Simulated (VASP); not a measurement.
**BaTe: single point with PBE**

The system is BaTe.

```
CELL_PARAMETERS angstrom
0.00000 3.41000 3.41000
3.41000 0.00000 3.41000
3.41000 3.41000 0.00000
ATOMIC_POSITIONS crystal
Ba 0.00000 0.00000 0.00000
Te 0.50000 0.50000 0.50000
```

* Program: VASP 6.6.1
* Task: single point
* Functional: PBE
* Potentials or basis: VASP PAW PBE potentials, release 64 (Ba_sv, Te)
* Cutoff: 500 eV
* k mesh: 10 × 10 × 10
* Occupations: gaussian, width 0.05 eV
* Spin: no spin polarisation
* Dipole correction: no
* Further INCAR settings: ALGO = Normal; EDIFF = 1e-06; NBANDS = 15

The pressure is 4.2 GPa and the band gap on the k mesh is 1.33 eV (least direct gap 1.71 eV).

Levels at points of the mesh, in eV from the valence-band top:
```
           k point  band 4  band 5  band 6  band 7  band 8  band 9  band 10  band 11  band 12  band 13
(0.00, 0.00, 0.00)  -12.00   -9.73    0.00    0.00    0.00    2.86     2.86     2.86     3.23     3.57
(0.50, 0.00, 0.00)  -12.02   -8.74   -2.46   -1.30   -1.30    4.29     4.94     5.05     5.05     7.14
(0.50, 0.50, 0.00)  -12.12   -9.50   -1.15   -0.38   -0.38    1.33     4.55     5.00     5.96     6.01
```

It took 58 s on 1 thread of Intel Xeon 8259CL, with other jobs on the host, peak memory 0.24 GiB.

Caveat: the cell stands under pressure; spin-orbit coupling is left out, which moves the levels of the heavy elements. As with any semilocal functional, this PBE gap is likely too small.
